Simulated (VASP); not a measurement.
Set up this calculation in VASP 6.6.1, as the native input.

| Quantity | Value |
| --- | --- |
| Task | relaxation of cell and atoms |
| Functional | PBE |
| Potentials or basis | VASP PAW PBE potentials, release 64 (Cd, Bi_d, O) |
| Cutoff | 600 eV |
| k mesh | 4 × 4 × 4 |
| Occupations | gaussian, width 0.1 eV |
| Spin | no spin polarisation |
| Dipole correction | no |
| Further INCAR settings | ALGO = Normal; EDIFF = 1e-06; IBRION = 2; EDIFFG = -0.04; NSW = 90; ISIF = 3 |

The structure of Cd2BiO2 lies in POSCAR:

```
Cd2BiO2
1.0
    4.8525613700      0.0000000000      0.0000000000
    0.0000000000      4.8525613700      0.0000000000
    0.0000000000      0.0000000000      4.4721674700
Cd Bi O
2 1 2
Direct
    0.5000000000      0.0000000000      0.3598623800
    0.0000000000      0.5000000000      0.3598623800
    0.5000000000      0.5000000000      0.4734566000
    0.5000000000      0.0000000000      0.9154809200
    0.0000000000      0.5000000000      0.9154809200
```

The cell was generated, and may not be a known phase.

These files were run (other wordings do the same):

INCAR

```
SYSTEM = Cd2BiO2
PREC = Accurate
ENCUT = 600
EDIFF = 1E-6
ISMEAR = 0
SIGMA = 0.1
LREAL = .False.
LASPH = .True.
NELM = 80
ALGO = Normal
ISIF = 3
LWAVE = .False.
LCHARG = .False.
GGA = PE
IBRION = 2
NSW = 90
EDIFFG = -0.04
```

KPOINTS

```
regular mesh
0
Gamma
  4 4 4
  0 0 0
```

Potentials or basis: VASP PAW PBE potentials, release 64 (Cd, Bi_d, O).

The run is started by

```sh
$ cat potpaw_PBE.64/Cd/POTCAR potpaw_PBE.64/Bi_d/POTCAR potpaw_PBE.64/O/POTCAR > POTCAR
$ mpirun -np 1 vasp_std > vasp.out
```

Results of the run:

- Relaxed volume: 21.75 Å³/atom
- Relaxed cell: a = 4.933 Å, b = 4.933 Å, c = 4.469 Å, α = 90.00°, β = 90.00°, γ = 90.00°
- Space group after relaxing (to 0.1 Å): P4/mmm (No. 123)
- Energy gained by relaxing: 1197.3 meV/atom
- Ionic steps: 42
- Pressure after relaxing: 0.0 GPa
- Largest force after relaxing: 0.031 eV/Å
- Band gap on the k mesh: zero (an odd number of electrons rules out a gap without spin polarisation)

Caveat: spin-orbit coupling is left out, which moves the levels of the heavy elements.

It took 16 min on 1 thread of AMD EPYC 9R45 96-Core Processor (Zen 5), on a shared host, peak memory 0.25 GiB.
